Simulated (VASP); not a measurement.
Write the native input for VASP 6.6.1 that does the following.

| Property | Result |
| --- | --- |
| Task | single point |
| Functional | r2SCAN |
| Potentials or basis | VASP PAW PBE potentials, release 64 (Si, Mo_sv) |
| Cutoff | 550 eV |
| k mesh | 12 × 12 × 6 |
| Occupations | gaussian, width 0.03 eV |
| Spin | no spin polarisation |
| Dipole correction | no |
| Further INCAR settings | ALGO = Normal; EDIFF = 1e-06; NBANDS = 43 |

The system is Si2Mo.

```xyz
9
Lattice="4.4006 0.0000 0.0000 -2.2003 4.1286 0.0000 0.0000 0.0000 6.5768" Properties=species:S:1:pos:R:3 pbc="T T T"
Si   -1.1187    3.4521    5.4807
Si    1.0816    0.6765    1.0961
Si    2.2003    2.7756    3.2884
Si    3.3190    0.6765    5.4807
Si    1.1187    3.4521    1.0961
Si    0.0000    1.3530    3.2884
Mo    2.2003    0.0000    3.2884
Mo   -1.1002    2.0643    1.0961
Mo    1.1002    2.0643    5.4807
```

This cell differs from its parent crystal: strain -0.0400 x Voigt [1, -1, 0, 0, 0, 0].

One way to write it, as run:

POSCAR

```
Si2Mo
1.0
    4.4006178567      0.0000000000      0.0000000000
   -2.2003089284      4.1286340943      0.0000000000
    0.0000000000      0.0000000000      6.5768413691
Si Mo
6 3
Direct
    0.1638603720      0.8361396280      0.8333333333
    0.3277207440      0.1638603720      0.1666666667
    0.8361396280      0.6722792560      0.5000000000
    0.8361396280      0.1638603720      0.8333333333
    0.6722792560      0.8361396280      0.1666666667
    0.1638603720      0.3277207440      0.5000000000
    0.5000000000      0.0000000000      0.5000000000
    0.0000000000      0.5000000000      0.1666666667
    0.5000000000      0.5000000000      0.8333333333
```

INCAR.step1

```
PREC     = Accurate       # precision mode
ENCUT    = 550            # plane-wave cutoff, eV
ISMEAR   = 0              # smearing method
SIGMA    = 0.03           # smearing width, eV
LREAL    = False          # projectors in reciprocal space
LASPH    = True           # aspherical terms in the spheres
NELM     = 120            # most SCF steps
NBANDS   = 43             # bands
GGA      = PE             # functional
ALGO     = Normal         # electronic algorithm
EDIFF    = 1E-5           # SCF threshold, eV
LWAVE    = True           # write WAVECAR
LCHARG   = False          # write CHGCAR
GGA_COMPAT= False        
KPAR     = 4
```

INCAR.step2

```
PREC     = Accurate       # precision mode
ENCUT    = 550            # plane-wave cutoff, eV
EDIFF    = 1E-6           # SCF threshold, eV
ISMEAR   = 0              # smearing method
SIGMA    = 0.03           # smearing width, eV
LREAL    = False          # projectors in reciprocal space
LASPH    = True           # aspherical terms in the spheres
NELM     = 120            # most SCF steps
ALGO     = Normal         # electronic algorithm
ISIF     = 2              # what is computed and relaxed
LWAVE    = False          # write WAVECAR
LCHARG   = False          # write CHGCAR
METAGGA  = R2SCAN         # meta-GGA
LMIXTAU  = True         
NBANDS   = 43             # bands
ISTART   = 1            
GGA_COMPAT= False        
KPAR     = 4
```

KPOINTS

```
Automatic mesh
0
Gamma
  12 12 6
```

Potentials or basis: VASP PAW PBE potentials, release 64 (Si, Mo_sv).

Command:

```console
$ cat potpaw_PBE.64/Si/POTCAR potpaw_PBE.64/Mo_sv/POTCAR > POTCAR
$ cp INCAR.step1 INCAR
$ mpirun -np 4 vasp_std > vasp.out
$ cp INCAR.step2 INCAR
$ mpirun -np 4 vasp_std > vasp.out
```

It gave:

```yaml
Pressure: 1.8 GPa
Largest_force: 0.114 eV/Å
Band_gap_on_the_k_mesh: 0.01 eV (least direct gap 0.46 eV)
```

Caveat: the cell differs from its parent crystal (strain -0.0400 x Voigt [1, -1, 0, 0, 0, 0]); the stress differs along the axes, from -11 to 16 GPa; the smearing spreads over this small gap; the PAW data sets were made with another functional, which shifts forces and pressure a little.

Wall time 11 min on 4 MPI ranks on AMD EPYC 9R14 (Zen 4), with other jobs on the host, peak memory 0.76 GiB a rank.
